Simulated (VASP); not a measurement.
Crystal: C.

```xyz
2
Lattice="0.0000 1.7482 1.8357 1.7482 0.0000 1.8357 1.7482 1.7482 0.0000" Properties=species:S:1:pos:R:3 pbc="T T T"
C     1.7482    1.7482    1.8357
C     2.6224    2.6224    2.7535
```

This cell differs from its parent crystal: ratio of the length along z to the lengths across it x 1.05, volume and fractional coordinates fixed.

Base run:

```yaml
Program: VASP 6.6.1
Functional: PBEsol
Potentials_or_basis: VASP PAW PBE potentials, release 64 (C_h)
Cutoff: 910 eV
k_mesh: 12 × 12 × 12
Occupations: gaussian, width 0.05 eV
Spin: no spin polarisation
```

Its results: band gap on the k mesh 3.45 eV, indirect (least direct gap 5.14 eV); pressure 0.0 GPa.

**Question.** The run is repeated on the same cell with these changes: potentials or basis from VASP PAW PBE potentials, release 64 (C_h) to VASP PAW PBE potentials, release 64 (C); cutoff from 910 eV to 520 eV; further incar settings from ALGO = Normal; EDIFF = 1e-06; NBANDS = 11 to ALGO = Normal; EDIFF = 1e-07; NBANDS = 11. What comes out?

**Answer.** Band gap on the k mesh 3.44 eV, indirect (least direct gap 5.13 eV); pressure 1.1 GPa.

Caveats: the PAW data sets were made with another functional, which shifts forces and pressure a little; the cutoff is under 1.25 times the usual one of these potentials, so pressure, stress and relaxed cells hold a basis-set (Pulay) error (some runs).

A k mesh can miss the band edges.
